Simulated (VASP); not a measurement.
GaGe: single point with PBE

Crystal: GaGe.

```
Ge Ga
1.0
     0.00000    2.89784    2.89784
     2.89784    0.00000    2.89784
     2.89784    2.89784    0.00000
Ge Ga
1 1
Direct
  0.99277 0.98973 0.02535
  0.23997 0.24662 0.26427
```

| Item | Value |
| --- | --- |
| Program | VASP 6.6.1 |
| Task | single point |
| Functional | PBE |
| Potentials or basis | VASP PAW PBE potentials, release 64 (Ge_d, Ga_d) |
| Cutoff | 520 eV |
| k mesh | 6 × 6 × 6 |
| Occupations | fermi-dirac, width 0.05 eV |
| Spin | no spin polarisation |
| Dipole correction | no |
| Further INCAR settings | ALGO = Normal; EDIFF = 1e-06; NBANDS = 20 |

```json
{"Pressure": "0.2 GPa", "Largest force": "0.197 eV/Å"}
```

Forces in eV/Å, atoms in the order of the input:
```
Ge  -0.044 -0.187  0.043
Ga   0.044  0.187 -0.043
```

Stress tensor (GPa, compression positive):
```
 0.17 -0.38  1.29
-0.38  0.19  0.38
 1.29  0.38  0.17
```

Levels at points of the mesh, in eV from the Fermi level:
| k point | band 11 | band 12 | band 13 | band 14 | band 15 | band 16 | band 17 | band 18 |
| --- | --- | --- | --- | --- | --- | --- | --- | --- |
| (0.00, 0.00, 0.00) | -10.44 | 1.66 | 1.77 | 1.93 | 2.16 | 4.35 | 4.48 | 4.57 |
| (0.50, 0.00, 0.00) | -8.49 | -5.24 | 0.38 | 0.58 | 2.14 | 5.30 | 5.58 | 8.29 |
| (0.00, 0.50, 0.00) | -8.45 | -5.34 | 0.40 | 0.57 | 2.20 | 5.35 | 5.59 | 8.32 |
| (0.00, 0.00, 0.50) | -8.53 | -5.15 | 0.41 | 0.52 | 2.09 | 5.33 | 5.49 | 8.26 |
| (0.50, 0.50, 0.50) | -8.45 | -5.35 | 0.40 | 0.57 | 2.20 | 5.35 | 5.59 | 8.32 |
| (0.50, 0.50, 0.00) | -7.42 | -5.71 | -1.16 | -1.14 | 2.42 | 2.53 | 11.10 | 11.15 |
| (0.00, 0.50, 0.50) | -7.42 | -5.71 | -1.16 | -1.14 | 2.42 | 2.53 | 11.10 | 11.15 |
| (0.50, 0.00, 0.50) | -7.43 | -5.70 | -1.19 | -1.11 | 2.39 | 2.57 | 11.03 | 11.21 |

Run time: 110 s on 1 thread of Intel Xeon 6975P-C, on a shared host, peak memory 0.25 GiB.
